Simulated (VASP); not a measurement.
# MoN2 (P4/mbm) in VASP: settings compared

MoN2 is run at these levels: PBE, r2SCAN, PBEsol, PBEsol+U; tasks: single point.

All numbers are computed with VASP 6.6.1; they aren't measurements. Logs are shortened: lines on timing, memory, paths and dates and some standing lists are left out, and cuts for length are marked.

## 1. The cell of the first run

Symmetry: P4/mbm, No. 127, tetragonal system. Conventional cell: a = 4.333 Å, b = 4.333 Å, c = 2.753 Å, α = 90.00°, β = 90.00°, γ = 90.00°. Mo (site symmetry 4/m) has 8 N at 2.23 Å and 2 Mo at 2.75 Å within 2.9 Å. N (site symmetry m2m) has 1 N at 1.37 Å within 1.8 Å.

## 2. Single point, PBE

Contents of INCAR:

```
PREC     = Accurate       # precision mode
ENCUT    = 520            # plane-wave cutoff, eV
EDIFF    = 1E-6           # SCF threshold, eV
ISMEAR   = -1             # smearing method
SIGMA    = 0.05           # smearing width, eV
LREAL    = F              # projectors in reciprocal space
LASPH    = T              # aspherical terms in the spheres
NELM     = 80             # most SCF steps
ALGO     = Normal         # electronic algorithm
ISIF     = 2              # what is computed and relaxed
LWAVE    = F              # write WAVECAR
LCHARG   = F              # write CHGCAR
GGA      = PE             # functional
NBANDS   = 33             # bands
```

Contents of KPOINTS:

```
regular mesh
0
Gamma
  6 6 10
```

Contents of POSCAR:

```
MoN2
1.0
    4.3333745845      0.0000000000      0.0000000000
    0.0000000000      4.3333745845      0.0000000000
    0.0000000000      0.0000000000      2.7525892219
Mo N
2 4
Direct
    0.0000000000      0.0000000000      0.0000000000
    0.5000000000      0.5000000000      0.0000000000
    0.6121349313      0.8878650687      0.5000000000
    0.3878650687      0.1121349313      0.5000000000
    0.1121349313      0.6121349313      0.5000000000
    0.8878650687      0.3878650687      0.5000000000
```

Potentials or basis: VASP PAW PBE potentials, release 64 (Mo_sv, N).

Started as:

```
$ cat potpaw_PBE.64/Mo_sv/POTCAR potpaw_PBE.64/N/POTCAR > POTCAR
$ mpirun -np 1 vasp_std > vasp.out
```

OUTCAR:

```text
PREC = Accurate
   ENCUT = 520
   EDIFF = 1E-6
   ISMEAR = -1
   LREAL = F
   LASPH = T
   NELM = 80
   ISIF = 2
   GGA = PE

 ion  position               nearest neighbor table
   1  0.000  0.000  0.000-   3 2.23   4 2.23   5 2.23   6 2.23   3 2.23   4 2.23   5 2.23   6 2.23
                             2 3.06   2 3.06   2 3.06   2 3.06
   2  0.500  0.500  0.000-   3 2.23   4 2.23   5 2.23   6 2.23   3 2.23   4 2.23   5 2.23   6 2.23
                             1 3.06   1 3.06   1 3.06   1 3.06
   3  0.612  0.888  0.500-   4 1.37   2 2.23   1 2.23   1 2.23   2 2.23
   4  0.388  0.112  0.500-   3 1.37   2 2.23   1 2.23   1 2.23   2 2.23
   5  0.112  0.612  0.500-   6 1.37   2 2.23   1 2.23   1 2.23   2 2.23
   6  0.888  0.388  0.500-   5 1.37   2 2.23   1 2.23   1 2.23   2 2.23

  LATTYP: Found a simple tetragonal cell.
 ALAT       =     4.3333745845
 C/A-ratio  =     0.6352068505

  Lattice vectors:

 A1 = (   4.3333745845,   0.0000000000,   0.0000000000)
 A2 = (   0.0000000000,   4.3333745845,   0.0000000000)
 A3 = (   0.0000000000,   0.0000000000,   2.7525892219)

Analysis of symmetry for initial positions (statically):
=====================================================================
 Subroutine PRICEL returns:
 Original cell was already a primitive cell.

 Routine SETGRP: Setting up the symmetry group for a
 simple tetragonal supercell.

 Subroutine GETGRP returns: Found 16 space group operations
 (whereof  8 operations were pure point group operations)
 out of a pool of 16 trial point group operations.

The static configuration has the point symmetry C_4h.
 The point group associated with its full space group is D_4h.

Analysis of symmetry for dynamics (positions and initial velocities):
=====================================================================
 Subroutine PRICEL returns:
 Original cell was already a primitive cell.

 Routine SETGRP: Setting up the symmetry group for a
 simple tetragonal supercell.

 Subroutine GETGRP returns: Found 16 space group operations
 (whereof  8 operations were pure point group operations)
 out of a pool of 16 trial point group operations.

The dynamic configuration has the point symmetry C_4h.
 The point group associated with its full space group is D_4h.

 Subroutine INISYM returns: Found 16 space group operations
 (whereof  8 operations are pure point group operations),
 and found     1 'primitive' translations

----------------------------------------------------------------------------------------

                                     Primitive cell

  volume of cell :      51.6885

  direct lattice vectors                    reciprocal lattice vectors
     4.333374584  0.000000000  0.000000000     0.230767034  0.000000000  0.000000000
     0.000000000  4.333374584  0.000000000     0.000000000  0.230767034  0.000000000
     0.000000000  0.000000000  2.752589222     0.000000000  0.000000000  0.363294309

  length of vectors
     4.333374584  4.333374584  2.752589222     0.230767034  0.230767034  0.363294309

  position of ions in fractional coordinates (direct lattice)
     0.000000000  0.000000000  0.000000000
     0.500000000  0.500000000  0.000000000
     0.612134931  0.887865069  0.500000000
     0.387865069  0.112134931  0.500000000
     0.112134931  0.612134931  0.500000000
     0.887865069  0.387865069  0.500000000

  ion indices of the primitive-cell ions
   primitive index   ion index
                 1           1
                 2           2
                 3           3
                 4           4
                 5           5
                 6           6

----------------------------------------------------------------------------------------

 KPOINTS: regular mesh

Automatic generation of k-mesh.
 Grid dimensions read from file:
 generate k-points for:    6    6   10

 Generating k-lattice:

  Cartesian coordinates                     Fractional coordinates (reciprocal lattice)
     0.038461172  0.000000000  0.000000000     0.166666667  0.000000000  0.000000000
     0.000000000  0.038461172  0.000000000     0.000000000  0.166666667  0.000000000
     0.000000000  0.000000000  0.036329431     0.000000000  0.000000000  0.100000000

  Length of vectors
     0.038461172  0.038461172  0.036329431

  Shift w.r.t. Gamma in fractional coordinates (k-lattice)
     0.000000000  0.000000000  0.000000000

 Subroutine IBZKPT returns following result:
 ===========================================

 Found     60 irreducible k-points:

 Following reciprocal coordinates:
            Coordinates               Weight
  0.000000  0.000000  0.000000      1.000000
  0.166667  0.000000  0.000000      4.000000
  0.333333  0.000000  0.000000      4.000000
  0.500000  0.000000  0.000000      2.000000
  0.166667  0.166667  0.000000      4.000000
  0.333333  0.166667  0.000000      8.000000
[... 16 lines left out ...]
  0.333333  0.000000  0.200000      8.000000
  0.500000  0.000000  0.200000      4.000000
 [... further k-points ...]
   k-points           NKPTS =     60   k-points in BZ     NKDIM =     60   number of bands    NBANDS=     33
   number of dos      NEDOS =    301   number of ions     NIONS =      6
   total plane-waves  NPLWV =  20480
   dimension x,y,z NGX =    32 NGY =   32 NGZ =   20
   dimension x,y,z NGXF=    64 NGYF=   64 NGZF=   40
   ions per type =               2   4
   NGX,Y,Z   is equivalent  to a cutoff of  12.28, 12.28, 12.08 a.u.
   NGXF,Y,Z  is equivalent  to a cutoff of  24.55, 24.55, 24.16 a.u.
 SYSTEM =  unknown system
   PREC   = accura    normal or accurate (medium, high low for compatibility)
   ISTART =      0    job   : 0-new  1-cont  2-samecut
   ICHARG =      2    charge: 1-file 2-atom 10-const
   ISPIN  =      1    spin polarized calculation?
   LNONCOLLINEAR =      F non collinear calculations
   LSORBIT =      F    spin-orbit coupling
   LASPH  =      T    aspherical Exc in radial PAW
   ENCUT  =  520.0 eV  38.22 Ry    6.18 a.u.   8.06  8.06  5.12*2*pi/ulx,y,z
   NELM   =     80;   NELMIN=  2; NELMDL= -5     # of ELM steps
   EDIFF  = 0.1E-05   stopping-criterion for ELM
   LREAL  =      F    real-space projection
   EDIFFG = 0.1E-04   stopping-criterion for IOM
   NSW    =      0    number of steps for IOM
   IBRION =     -1    ionic relax: 0-MD 1-quasi-New 2-CG
   NFREE  =      0    steps in history (QN), initial steepest desc. (CG)
   ISIF   =      2    stress and relaxation
   ISYM   =      2    0-nonsym 1-usesym 2-fastsym
   POTIM  = 0.5000    time-step for ionic-motion
   TEBEG  =    0.0;   TEEND  =   0.0 temperature during run
   PSTRESS=    0.0 pullay stress
   NELECT =      48.0000    total number of electrons
   NUPDOWN=      -1.0000    fix difference up-down
   EMIN   =  10.00;   EMAX   =-10.00  energy-range for DOS
   EFERMI =   0.00;   METHOD = LEGACY
   ISMEAR =    -1;   SIGMA  =   0.05  broadening in eV -4-tet -1-fermi 0-gaus
   EFERMI_NEDOS =   21; number of points for ismear=-14 and -15
   IALGO  =     38    algorithm
   IMIX   =      4    mixing-type and parameters
     AMIX     =   0.40;   BMIX     =  1.00
     AMIX_MAG =   1.60;   BMIX_MAG =  1.00
  volume/ion in A,a.u.               =       8.61        58.14
  Fermi-wavevector in a.u.,A,eV,Ry     =   1.597193  3.018256 34.708791  2.551024
  Thomas-Fermi vector in A             =   2.694837
   LORBIT       =      0    0 simple, 1 ext, 2 COOP (PROOUT), +10 PAW based schemes
   GGA     = PE    functional components
   LHFCALC =     F    Hartree Fock is set to
   AEXX    =    0.0000 exact exchange contribution
   IVDW    =     0    specifies the selected vdW correction
   LEPSILON=     F    determine dielectric tensor
   LRPA    =     F    only Hartree local field effects (RPA)
 non-spin polarized calculation
  energy-cutoff  :      520.00
  volume of cell :       51.69
 maximum number of plane-waves:      1432
   NGX = 17   NGY = 17   NGZ = 11

 number of electron      47.9999998 magnetization

 Free energy of the ion-electron system (eV)
  ---------------------------------------------------
  ext. energy  EPLUGINS =         0.00000000
  ---------------------------------------------------
  free energy    TOTEN  =       -54.71089105 eV

  energy without entropy =      -54.69133544  energy(sigma->0) =      -54.70111325

 E-fermi :  12.2619     XC(G=0): -13.7323

 val. band max:       12.2593716772   @ k =   0.1667   0.1667   0.3000
 cond. band min:      12.2681835662   @ k =   0.3333   0.0000   0.4000
 fundamental gap:      0.0088118890
 Fermi energy:        12.2619093013

 k-point     1 :       0.0000    0.0000    0.0000
  band No.  band energies     occupation
      1     -49.8085      2.00000
      2     -49.7468      2.00000
      3     -23.9965      2.00000
      4     -23.9965      2.00000
      5     -23.6525      2.00000
      6     -23.6525      2.00000
[... 25 lines left out ...]
     32      18.1024      0.00000
     33      19.7890      0.00000

 k-point     2 :       0.1667    0.0000    0.0000
  band No.  band energies     occupation
      1     -49.8043      2.00000
      2     -49.7508      2.00000
      3     -23.9790      2.00000
      4     -23.9740      2.00000
      5     -23.6815      2.00000
      6     -23.6761      2.00000
[... 25 lines left out ...]
     32      17.7892      0.00000
     33      19.3508      0.00000
[... 754 lines left out ...]
     32      17.5915      0.00000
     33      20.3620      0.00000

 k-point    24 :       0.5000    0.0000    0.2000
  band No.  band energies     occupation
      1     -49.7401      2.00000
      2     -49.7401      2.00000
      3     -23.9263      2.00000
      4     -23.9263      2.00000
      5     -23.7913      2.00000
      6     -23.7913      2.00000
[... 25 lines left out ...]
     32      17.0348      0.00000
     33      20.4842      0.00000

 [... further k-points ...]

------------------------ aborting loop because EDIFF is reached ----------------------------------------

  FORCE on cell =-STRESS in cart. coord.  units (eV):
  Direction    XX          YY          ZZ          XY          YZ          ZX
  --------------------------------------------------------------------------------------
  -------------------------------------------------------------------------------------
  Total        0.2035278      0.2035278      0.1021477      0.0000000      0.0000000      0.0000000
  in kB        6.3087091      6.3087091      3.1662493      0.0000000      0.0000000      0.0000000
  external PRESSURE =       5.2612225 kB  Pullay stress =       0.0000000 kB

 VOLUME and BASIS-vectors are now :
 -----------------------------------------------------------------------------
  energy-cutoff  :      520.00
  volume of cell :       51.69
      direct lattice vectors                 reciprocal lattice vectors
     4.333374584  0.000000000  0.000000000     0.230767034  0.000000000  0.000000000
     0.000000000  4.333374584  0.000000000     0.000000000  0.230767034  0.000000000
     0.000000000  0.000000000  2.752589222     0.000000000  0.000000000  0.363294309

 POSITION                                       TOTAL-FORCE (eV/Angst)
 -----------------------------------------------------------------------------------
      0.00000      0.00000      0.00000         0.000000      0.000000      0.000000
      2.16669      2.16669      0.00000         0.000000      0.000000      0.000000
      2.65261      3.84745      1.37629         0.057538     -0.057538     -0.000000
      1.68076      0.48592      1.37629        -0.057538      0.057538      0.000000
      0.48592      2.65261      1.37629         0.057538      0.057538      0.000000
      3.84745      1.68076      1.37629        -0.057538     -0.057538      0.000000
 -----------------------------------------------------------------------------------
    total drift:                                0.000000     -0.000000     -0.000000

  FREE ENERGIE OF THE ION-ELECTRON SYSTEM (eV)
  ---------------------------------------------------
  free  energy   TOTEN  =       -54.7108910516 eV

  energy  without entropy=      -54.6913354395  energy(sigma->0) =      -54.70111325
```

It took 2.7 min on 1 thread of AMD EPYC 7R13, shared host; peak memory 0.18 GiB.

Results:

* Free energy: -54.7109 eV
* Pressure: 0.5 GPa
* Largest force: 0.081 eV/Å
* Band gap on the k mesh: zero (band 24 reaches 13.76 eV, above the bottom of band 25 at 11.74 eV)

Forces in eV/Å, atoms in the order of the input:
```
Mo   0.000  0.000  0.000
Mo   0.000  0.000  0.000
N    0.058 -0.058  0.000
N   -0.058  0.058  0.000
N    0.058  0.058  0.000
N   -0.058 -0.058  0.000
```

## 3. Single point, r2SCAN

This run uses another cell than the first one, of 8.52 Å³/atom, 0.989 times its volume.

Contents of POSCAR:

```
MoN2
1.0
    4.3176126960      0.0000000000      0.0000000000
    0.0000000000      4.3176126960      0.0000000000
    0.0000000000      0.0000000000      2.7412920723
Mo N
2 4
Direct
    0.0000000000      0.0000000000      0.0000000000
    0.5000000000      0.5000000000      0.0000000000
    0.6122460821      0.8877539179      0.5000000000
    0.3877539179      0.1122460821      0.5000000000
    0.1122460821      0.6122460821      0.5000000000
    0.8877539179      0.3877539179      0.5000000000
```

Contents of INCAR.step1:

```
SYSTEM = MoN2
  ALGO = Normal
  EDIFF = 1E-4
  ENCUT = 520
  GGA = PE
  ISMEAR = -1
  LASPH = .TRUE.
  LCHARG = .FALSE.
  LREAL = .FALSE.
  LWAVE = .TRUE.
  NBANDS = 33
  NELM = 80
  PREC = Accurate
  SIGMA = 0.05
```

Contents of INCAR.step2:

```
SYSTEM = MoN2
  ALGO = Normal
  EDIFF = 1E-6
  ENCUT = 520
  ISIF = 2
  ISMEAR = -1
  ISTART = 1
  LASPH = .TRUE.
  LCHARG = .FALSE.
  LMIXTAU = .TRUE.
  LREAL = .FALSE.
  LWAVE = .FALSE.
  METAGGA = R2SCAN
  NBANDS = 33
  NELM = 80
  PREC = Accurate
  SIGMA = 0.05
```

Contents of KPOINTS:

```
k-points
0
G
  6 6 10
  0 0 0
```

Potentials or basis: VASP PAW PBE potentials, release 64 (Mo_sv, N).

Started as:

```
$ cat potpaw_PBE.64/Mo_sv/POTCAR potpaw_PBE.64/N/POTCAR > POTCAR
$ cp INCAR.step1 INCAR
$ mpirun -np 1 vasp_std > vasp.out
$ cp INCAR.step2 INCAR
$ mpirun -np 1 vasp_std > vasp.out
```

It took 9.2 min on 1 thread of AMD EPYC 7R13, shared host; peak memory 0.19 GiB.

Results (log left out):

* Free energy: -88.7418 eV
* Pressure: 1.4 GPa
* Largest force: 0.105 eV/Å
* Band gap on the k mesh: zero (band 24 reaches 13.99 eV, above the bottom of band 25 at 11.87 eV)

Forces in eV/Å, atoms in the order of the input:
```
Mo   0.000  0.000  0.000
Mo   0.000  0.000  0.000
N    0.074 -0.074  0.000
N   -0.074  0.074  0.000
N    0.074  0.074  0.000
N   -0.074 -0.074  0.000
```

Stress tensor (GPa, compression positive):
```
1.57 0.00 0.00
0.00 1.57 0.00
0.00 0.00 1.20
```

Levels at points of the mesh, in eV from the Fermi level:
```csv
k point,band 21,band 22,band 23,band 24,band 25,band 26,band 27,band 28
"(0.00, 0.00, 0.00)",-3.19,-3.19,-2.47,-1.84,0.74,0.74,1.04,1.79
"(0.50, 0.00, 0.00)",-2.12,-2.12,-1.25,-1.25,-0.41,-0.41,2.40,2.40
"(0.50, 0.50, 0.00)",-0.93,-0.93,0.50,0.50,0.52,0.52,1.15,1.15
"(0.00, 0.00, 0.50)",-2.16,-2.16,0.78,1.06,2.24,2.32,2.61,2.61
"(0.50, 0.00, 0.50)",-2.70,-2.70,-1.12,-1.12,2.61,2.61,3.30,3.30
"(0.50, 0.50, 0.50)",-5.47,-5.47,-1.44,-1.44,2.58,2.58,3.64,3.64
```

Caveat: the PAW data sets were made with another functional, which shifts forces and pressure a little.

## 4. Single point, PBEsol

This run uses another cell than the first one, of 8.72 Å³/atom, 1.012 times its volume.

Contents of INCAR:

```
SYSTEM = MoN2
PREC = Accurate
ENCUT = 910
EDIFF = 1E-6
ISMEAR = -1
SIGMA = 0.05
LREAL = .FALSE.
LASPH = .TRUE.
NELM = 120
ALGO = Normal
ISIF = 2
LWAVE = .FALSE.
LCHARG = .FALSE.
GGA = PS
NBANDS = 33
GGA_COMPAT = .FALSE.
```

Contents of KPOINTS:

```
Automatic mesh
0
G
  6 6 10
  0 0 0
```

Contents of POSCAR:

```
MoN2
1.0
    4.3480530000      0.0000000000      0.0000000000
    0.0000000000      4.3480530000      0.0000000000
    0.0000000000      0.0000000000      2.7674600000
Mo N
2 4
Direct
    0.0000000000      0.0000000000      0.0000000000
    0.5000000000      0.5000000000      0.0000000000
    0.6116470000      0.8883530000      0.5000000000
    0.3883530000      0.1116470000      0.5000000000
    0.1116470000      0.6116470000      0.5000000000
    0.8883530000      0.3883530000      0.5000000000
```

Potentials or basis: VASP PAW PBE potentials, release 64 (Mo_sv, N_h).

Started as:

```
$ cat potpaw_PBE.64/Mo_sv/POTCAR potpaw_PBE.64/N_h/POTCAR > POTCAR
$ mpirun -np 1 vasp_std > vasp.out
```

Run time: 83 s. Hardware: 1 thread of Intel Xeon 6975P-C (Granite Rapids), shared host; peak memory 0.35 GiB.

Results (log left out):

* Free energy: -58.7655 eV
* Pressure: -13.9 GPa
* Largest force: 0.075 eV/Å
* Band gap on the k mesh: zero (band 24 reaches 13.95 eV, above the bottom of band 25 at 11.97 eV)

Forces in eV/Å, atoms in the order of the input:
```
Mo   0.000  0.000  0.000
Mo   0.000  0.000  0.000
N    0.053 -0.053  0.000
N   -0.053  0.053  0.000
N    0.053  0.053  0.000
N   -0.053 -0.053  0.000
```

Stress tensor (GPa, compression positive):
```
-13.45   0.00   0.00
  0.00 -13.45   0.00
  0.00   0.00 -14.80
```

Levels at points of the mesh, in eV from the Fermi level:
```
           k point  band 20  band 21  band 22  band 23  band 24  band 25  band 26  band 27  band 28  band 29
(0.00, 0.00, 0.00)    -3.92    -3.01    -3.01    -2.27    -1.82     0.56     0.56     1.01     1.72     2.11
(0.50, 0.00, 0.00)    -4.26    -2.01    -2.01    -1.18    -1.18    -0.42    -0.42     2.12     2.12     3.21
(0.50, 0.50, 0.00)    -3.77    -0.83    -0.83     0.52     0.52     0.53     0.53     0.96     0.96     2.73
(0.00, 0.00, 0.50)    -2.73    -2.03    -2.03     0.71     1.09     2.08     2.16     2.32     2.32     2.86
(0.50, 0.00, 0.50)    -4.26    -2.52    -2.52    -1.06    -1.06     2.44     2.44     2.96     2.96     3.41
(0.50, 0.50, 0.50)    -5.34    -5.14    -5.14    -1.35    -1.35     2.39     2.39     3.29     3.29     4.07
```

Caveat: the cutoff is under 1.25 times the usual one of these potentials, so pressure, stress and relaxed cells hold a basis-set (Pulay) error; the PAW data sets were made with another functional, which shifts forces and pressure a little.

(Part 1 of 2 ends here.)
